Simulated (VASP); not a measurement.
Set up this calculation in VASP 6.6.1, as the native input.

```
Task                   : single point
Functional             : RPBE
Potentials or basis    : VASP PAW PBE potentials, release 64 (Pd)
Cutoff                 : 520 eV
k mesh                 : 15 × 15 × 8
Occupations            : fermi-dirac, width 0.05 eV
Spin                   : collinear spin
Starting moments       : [-0.359, -0.359] μB
Dipole correction      : no
Further INCAR settings : ALGO = Normal; EDIFF = 1e-06; NBANDS = 21
```

The structure of Pd lies in POSCAR:

```
Pd
1.0
    2.7944169827      0.0000000000      0.0000000000
   -1.3972084913      2.4200360958      0.0000000000
    0.0000000000      0.0000000000      4.6909697927
Pd
2
Direct
    0.3333333333      0.6666666667      0.2500000000
    0.6666666667      0.3333333333      0.7500000000
```

This isn't the form of Pd at room conditions, which is fcc.

These files were run (other wordings do the same):

INCAR

```
PREC = Accurate
ENCUT = 520
EDIFF = 1E-6
ISMEAR = -1
SIGMA = 0.05
LREAL = False
LASPH = True
NELM = 150
ALGO = Normal
ISIF = 2
LWAVE = False
LCHARG = False
ISPIN = 2
MAGMOM = -0.359 -0.359
LORBIT = 11
LMAXMIX = 4
GGA = RP
NBANDS = 21
```

KPOINTS

```
Automatic mesh
0
Gamma
  15 15 8
```

Potentials or basis: VASP PAW PBE potentials, release 64 (Pd).

Run with:

```sh
$ cat potpaw_PBE.64/Pd/POTCAR > POTCAR
$ mpirun -np 1 vasp_std > vasp.out
```

Results of the run:

- Pressure: -0.1 GPa
- Net moment: -0.71 μB per cell
- Site moments: Pd -0.36 μB
- Valence electrons inside the program's atomic spheres: Pd 9.31

Caveat: the PAW data sets were made with another functional, which shifts forces and pressure a little.

It took 3.3 min on 1 thread of Intel Xeon 8259CL, with other jobs on the host, peak memory 0.26 GiB.
